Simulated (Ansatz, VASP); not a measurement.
One calculation of HgTe, two programs

Contents of INCAR:

```
ALGO = Normal
EDIFF = 1E-7
ENCUT = 520
GGA = PE
ISIF = 2
ISMEAR = 0
LASPH = True
LCHARG = True
LELF = True
LREAL = False
LVHAR = True
LWAVE = False
NBANDS = 16
NELM = 60
PREC = Accurate
SIGMA = 0.15
```

The input KPOINTS:

```
k-points
0
Gamma
  14 14 14
```

File POSCAR:

```
HgTe
1.0
    0.0000000000      3.1267950000      3.3202050000
    3.1267950000      0.0000000000      3.3202050000
    3.1267950000      3.1267950000      0.0000000000
Hg Te
1 1
Direct
    0.0000000000      0.0000000000      0.0000000000
    0.7500000000      0.7500000000      0.7500000000
```

Input for Ansatz:

```yaml
crystal:
  lattice:
    - [0.0, 3.126795, 3.320205]
    - [3.126795, 0.0, 3.320205]
    - [3.126795, 3.126795, 0.0]
  atoms:
    - { symbol: Hg, position: [0.0, 0.0, 0.0] }
    - { symbol: Te, position: [0.75, 0.75, 0.75] }
basis:
  ecutwfc: 420
kpoints:
  mp_grid: { grid: [14, 14, 14] }
hamiltonian:
  xc: pbe
scf:
  occupations: { method: gaussian, width: 0.15 }
output:
  forces: true
  stress: true
  eigenvalues: true
  write_density: true
  write_potential: true
  elf: true
  volumetric_format: npy
```

Change from the starting cell: strain -0.030 along x and y, +0.030 along z, atoms carried along.

Alike in both runs: task single point; functional PBE; k mesh 14 × 14 × 14; occupations gaussian, width 0.15 eV; no spin polarisation.

|  | VASP | Ansatz |
| --- | --- | --- |
| version | VASP 6.6.1 | Ansatz 0.2.0 |
| potentials or method | VASP PAW PBE potentials, release 64 (Hg, Te), cutoff 520 eV | scalar-relativistic, plane waves, PAW |
| valence electrons in the cell | 18 | 36 |

```tsv
	VASP	Ansatz	Ansatz less VASP
gap on the k mesh at the Fermi level (eV)	none	none	-
pressure (GPa)	5.9	5.8	-0.10
traceless stress, the component that is largest in VASP (GPa)	-0.50	-0.50	+0.002
```

A gap of «none» marks a metal or a gap that the smearing closes. The functional is the same, so the differences come from potentials, cutoffs and numerics. VASP's potentials hold 18 valence electrons a cell and Ansatz's 36, so a difference there can come from the potentials and not from the codes.

Spin-orbit coupling is off throughout.
